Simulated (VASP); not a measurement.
Write the native input for VASP 6.6.1 that does the following.

```
Task                   : single point
Functional             : PBE
Potentials or basis    : VASP PAW PBE potentials, release 64 (Ba_sv)
Cutoff                 : 520 eV
k mesh                 : 1 × 1 × 8
Occupations            : gaussian, width 0.05 eV
Spin                   : no spin polarisation
Dipole correction      : no
Further INCAR settings : ALGO = Normal; EDIFF = 1e-06; NBANDS = 55
```

The structure of Ba lies in POSCAR:

```
Ba
1.0
   19.2000000000      0.0000000000      0.0000000000
    0.0000000000     16.4000000000      0.0000000000
    0.0000000000      0.0000000000      4.4594676697
Ba
9
Direct
    0.3484926204      0.3038751105     -0.0027665966
    0.3484926204      0.6961248895     -0.0027665966
    0.2255392466      0.5000000000      0.5255454989
    0.6242470057      0.5000000000     -0.0005218585
    0.5586804640      0.2830036550      0.5106540183
    0.5586804640      0.7169963450      0.5106540183
    0.4361970023      0.5000000000      0.4664408854
    0.7797785961      0.3683365900      0.4963803154
    0.7797785961      0.6316634100      0.4963803154
```

These files were run (other wordings do the same):

INCAR

```
PREC = Accurate ; ENCUT = 520
EDIFF = 1E-6 ; ISMEAR = 0
SIGMA = 0.05 ; LREAL = False
LASPH = True ; NELM = 100
ALGO = Normal ; ISIF = 2
LWAVE = False ; LCHARG = True
GGA = PE ; LELF = True
LVHAR = True ; NBANDS = 55
```

KPOINTS

```
Automatic mesh
0
Gamma
  1 1 8
```

Potentials or basis: VASP PAW PBE potentials, release 64 (Ba_sv).

The run is started by

```console
$ cat potpaw_PBE.64/Ba_sv/POTCAR > POTCAR
$ mpirun -np 1 vasp_std > vasp.out
```

It gave:

| Property | Result |
| --- | --- |
| Largest force | 0.016 eV/Å |
| Band gap on the k mesh | zero (band 45 reaches -0.47 eV, above the bottom of band 46 at -0.48 eV) |

Caveat: spin-orbit coupling is left out, which moves the levels of the heavy elements.

Run time: 31 min on 1 thread of Intel(R) Xeon(R) Platinum 8375C CPU @ 2.90GHz (Ice Lake) (shared host), peak memory 1.2 GiB.
